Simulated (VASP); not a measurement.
# Ge (P6_3/mmc) in VASP: notebook, part 2 of 2

VASP 6.6.1. The steps go on from the part before.

## (3) Single point, r2SCAN

Contents of POSCAR:

```
Ge
1.0
    3.9956487013      0.0000000000      0.0000000000
   -1.9978243507      3.4603332799      0.0000000000
    0.0000000000      0.0000000000      6.6027109594
Ge
4
Direct
    0.6666666667      0.3333333333      0.0629814340
    0.3333333333      0.6666666667      0.5629814340
    0.6666666667      0.3333333333      0.4370185660
    0.3333333333      0.6666666667      0.9370185660
```

Contents of INCAR.step1:

```
SYSTEM = Ge
  PREC = Accurate
  ENCUT = 520
  ISMEAR = 0
  SIGMA = 0.01
  LREAL = .FALSE.
  LASPH = .TRUE.
  NELM = 100
  NBANDS = 36
  GGA = PE
  ALGO = Normal
  EDIFF = 1E-4
  LWAVE = .TRUE.
  LCHARG = .FALSE.
```

Contents of INCAR.step2:

```
SYSTEM = Ge
  PREC = Accurate
  ENCUT = 520
  EDIFF = 1E-6
  ISMEAR = 0
  SIGMA = 0.01
  LREAL = .FALSE.
  LASPH = .TRUE.
  NELM = 100
  ALGO = Normal
  ISIF = 2
  LWAVE = .FALSE.
  LCHARG = .FALSE.
  METAGGA = R2SCAN
  LMIXTAU = .TRUE.
  NBANDS = 36
  ISTART = 1
```

Contents of KPOINTS:

```
Automatic mesh
0
G
  12 12 6
  0 0 0
```

Potentials or basis: VASP PAW PBE potentials, release 64 (Ge_d).

Launch:

```sh
$ cat potpaw_PBE.64/Ge_d/POTCAR > POTCAR
$ cp INCAR.step1 INCAR
$ mpirun -np 1 vasp_std > vasp.out
$ cp INCAR.step2 INCAR
$ mpirun -np 1 vasp_std > vasp.out
```

OUTCAR:

```text
SYSTEM = Ge
   PREC = Accurate
   ENCUT = 520
   EDIFF = 1E-6
   ISMEAR = 0
   LREAL = .FALSE.
   LASPH = .TRUE.
   NELM = 100
   ISIF = 2
   METAGGA = R2SCAN
   ISTART = 1

 ion  position               nearest neighbor table
   1  0.667  0.333  0.063-   4 2.45   4 2.45   4 2.45   3 2.47
   2  0.333  0.667  0.563-   3 2.45   3 2.45   3 2.45   4 2.47
   3  0.667  0.333  0.437-   2 2.45   2 2.45   2 2.45   1 2.47
   4  0.333  0.667  0.937-   1 2.45   1 2.45   1 2.45   2 2.47

  LATTYP: Found a hexagonal cell.
 ALAT       =     3.9956487013
 C/A-ratio  =     1.6524753433

  Lattice vectors:

 A1 = (   3.9956487013,   0.0000000000,   0.0000000000)
 A2 = (  -1.9978243507,   3.4603332799,   0.0000000000)
 A3 = (   0.0000000000,   0.0000000000,   6.6027109594)

Analysis of symmetry for initial positions (statically):
=====================================================================
 Subroutine PRICEL returns:
 Original cell was already a primitive cell.

 Routine SETGRP: Setting up the symmetry group for a
 hexagonal supercell.

 Subroutine GETGRP returns: Found 24 space group operations
[... 166 lines left out ...]
  ext. energy  EPLUGINS =         0.00000000
  ---------------------------------------------------
  free energy    TOTEN  =       -55.41883349 eV

  energy without entropy =      -55.41883349  energy(sigma->0) =      -55.41883349

 E-fermi :   4.9414     XC(G=0): -10.7725

 val. band max:        4.9026437633   @ k =   0.0000   0.0000   0.0000
 cond. band min:       4.9785914856   @ k =   0.0000   0.0000   0.0000
 fundamental gap:      0.0759477223
 Fermi energy:         4.9413506963

 k-point     1 :       0.0000    0.0000    0.0000
  band No.  band energies     occupation
      1     -20.7990      2.00000
      2     -20.7990      2.00000
      3     -20.7589      2.00000
      4     -20.7588      2.00000
      5     -20.7587      2.00000
      6     -20.7462      2.00000
[... 925 lines left out ...]
     35      12.3040      0.00000
     36      12.8679      0.00000

 [... further k-points ...]
[... 5 lines left out ...]
  --------------------------------------------------------------------------------------
  -------------------------------------------------------------------------------------
  Total        0.0131196      0.0131196      0.0310442     -0.0000000      0.0000000      0.0000000
  in kB        0.2302530      0.2302530      0.5448335     -0.0000000      0.0000000      0.0000000
  external PRESSURE =       0.3351132 kB  Pullay stress =       0.0000000 kB

 VOLUME and BASIS-vectors are now :
 -----------------------------------------------------------------------------
  energy-cutoff  :      520.00
  volume of cell :       91.29
      direct lattice vectors                 reciprocal lattice vectors
     3.995648701  0.000000000  0.000000000     0.250272252  0.144494752  0.000000000
    -1.997824351  3.460333280  0.000000000     0.000000000  0.288989505  0.000000000
     0.000000000  0.000000000  6.602710959     0.000000000  0.000000000  0.151452942

 POSITION                                       TOTAL-FORCE (eV/Angst)
 -----------------------------------------------------------------------------------
      1.99782      1.15344      0.41585         0.000000      0.000000      0.004477
     -0.00000      2.30689      3.71720        -0.000000      0.000000      0.004477
      1.99782      1.15344      2.88551         0.000000      0.000000     -0.004477
     -0.00000      2.30689      6.18686        -0.000000      0.000000     -0.004477
 -----------------------------------------------------------------------------------
    total drift:                               -0.000000      0.000000     -0.000000

  FREE ENERGIE OF THE ION-ELECTRON SYSTEM (eV)
  ---------------------------------------------------
  free  energy   TOTEN  =       -55.4188334910 eV

  energy  without entropy=      -55.4188334910  energy(sigma->0) =      -55.41883349
```

OSZICAR.step1:

```text
N       E                     dE             d eps       ncg     rms          rms(c)
DAV:   1     0.492179871876E+03    0.49218E+03   -0.28423E+04  6360   0.428E+03
DAV:   2     0.669983073479E+02   -0.42518E+03   -0.41383E+03  5472   0.803E+02
DAV:   3    -0.135721835076E+02   -0.80570E+02   -0.79541E+02  5916   0.206E+02
DAV:   4    -0.180490893623E+02   -0.44769E+01   -0.44575E+01  6456   0.565E+01
DAV:   5    -0.181395639776E+02   -0.90475E-01   -0.90444E-01  6152   0.884E+00    0.450E+00
DAV:   6    -0.180241089767E+02    0.11546E+00   -0.64297E-02  6072   0.197E+00    0.266E+00
DAV:   7    -0.179615747250E+02    0.62534E-01   -0.10390E-01  6000   0.223E+00    0.194E-01
DAV:   8    -0.179650357785E+02   -0.34611E-02   -0.12491E-02  6028   0.101E+00    0.859E-02
DAV:   9    -0.179658384563E+02   -0.80268E-03   -0.82773E-04  4784   0.130E-01    0.222E-02
DAV:  10    -0.179658866815E+02   -0.48225E-04   -0.82482E-05  4676   0.924E-02
   1 F= -.17965887E+02 E0= -.17965886E+02  d E =-.199941E-05
```

It took 5.2 min on 1 thread of Intel Xeon 6975P-C (Granite Rapids), shared host; peak memory 0.33 GiB.

Results:

- Free energy: -55.4188 eV
- Pressure: 0.0 GPa
- Largest force: 0.004 eV/Å
- Band gap on the k mesh: 0.08 eV, direct

Forces on the atoms (eV/Å):
```
Ge   0.000  0.000  0.004
Ge   0.000  0.000  0.004
Ge   0.000  0.000 -0.004
Ge   0.000  0.000 -0.004
```

Caveat: the PAW data sets were made with another functional, which shifts forces and pressure a little. A k mesh can miss the band edges.

## (4) Single point, r2SCAN

This run uses another cell than the first one, of 17.10 Å³/atom, 0.749 times its volume.

Contents of POSCAR:

```
Ge
1.0
    3.6182610913      0.0000000000      0.0000000000
   -1.8091305457      3.1335060225      0.0000000000
    0.0000000000      0.0000000000      6.0312156132
Ge
4
Direct
    0.6666666667      0.3333333333      0.0645703704
    0.3333333333      0.6666666667      0.5645703704
    0.6666666667      0.3333333333      0.4354296296
    0.3333333333      0.6666666667      0.9354296296
```

Contents of INCAR.step1:

```
SYSTEM = Ge
ALGO = Normal ; EDIFF = 1E-4
ENCUT = 520 ; GGA = PE
ISMEAR = 0 ; LASPH = .TRUE.
LCHARG = .FALSE. ; LREAL = .FALSE.
LWAVE = .TRUE. ; NBANDS = 36
NELM = 100 ; PREC = Accurate
SIGMA = 0.01
```

Contents of INCAR.step2:

```
SYSTEM = Ge
ALGO = Normal ; EDIFF = 1E-6
ENCUT = 520 ; ISIF = 2
ISMEAR = 0 ; ISTART = 1
LASPH = .TRUE. ; LCHARG = .FALSE.
LMIXTAU = .TRUE. ; LREAL = .FALSE.
LWAVE = .FALSE. ; METAGGA = R2SCAN
NBANDS = 36 ; NELM = 100
PREC = Accurate ; SIGMA = 0.01
```

Contents of KPOINTS:

```
k-points
0
G
  12 12 6
  0 0 0
```

Launch:

```sh
$ cat potpaw_PBE.64/Ge_d/POTCAR > POTCAR
$ cp INCAR.step1 INCAR
$ mpirun -np 1 vasp_std > vasp.out
$ cp INCAR.step2 INCAR
$ mpirun -np 1 vasp_std > vasp.out
```

Wall time 4.2 min (1 thread of Intel Xeon 6975P-C (Granite Rapids), shared host); peak memory 0.27 GiB.

It converged, with:

| Property | Result |
| --- | --- |
| Free energy | -53.1971 eV |
| Pressure | 40.2 GPa |
| Band gap on the k mesh | 0.10 eV, indirect (least direct gap 0.99 eV) |

Forces on the atoms (eV/Å):
```
Ge   0.000  0.000  0.002
Ge   0.000  0.000  0.002
Ge   0.000  0.000 -0.002
Ge   0.000  0.000 -0.002
```

Levels at points of the mesh, in eV from the valence-band top:
```tsv
k point	band 24	band 25	band 26	band 27	band 28	band 29	band 30	band 31	band 32	band 33
(0.00, 0.00, 0.00)	-2.37	-2.37	-0.70	0.00	0.00	0.99	2.01	2.01	2.20	3.82
(0.50, 0.00, 0.00)	-8.34	-6.86	-4.70	-4.57	-2.34	0.10	2.53	3.33	3.60	5.05
(0.00, 0.00, 0.50)	-6.15	-1.48	-1.48	-1.48	-1.48	1.87	1.87	3.47	3.47	3.47
(0.50, 0.00, 0.50)	-10.00	-3.92	-3.92	-3.77	-3.77	0.57	0.57	1.71	1.71	6.96
```

Caveat: the PAW data sets were made with another functional, which shifts forces and pressure a little. A k mesh can miss the band edges.

## (5) The runs side by side

```tsv
cell	k mesh	smearing	gap on the mesh (eV)	pressure (GPa)
a = 3.998, b = 3.998, c = 6.599 Å, angles 90.0, 90.0, 120.0°, 4 atoms	6 × 6 × 4	gaussian 0.1 eV	0.07	0.0
a = 3.996, b = 3.996, c = 6.603 Å, angles 90.0, 90.0, 120.0°, 4 atoms	12 × 12 × 6	gaussian 0.01 eV	0.08	0.0
a = 3.618, b = 3.618, c = 6.031 Å, angles 90.0, 90.0, 120.0°, 4 atoms	12 × 12 × 6	gaussian 0.01 eV	0.10	40.2
```

Alike in all rows: task single point; level r2SCAN; potentials or basis VASP PAW PBE potentials, release 64 (Ge_d); no spin polarisation; cutoff (eV) 520.

Caveats: the PAW data sets were made with another functional, which shifts forces and pressure a little.

Total energies depend on the potentials used, so only differences within one code and one set of settings carry meaning.
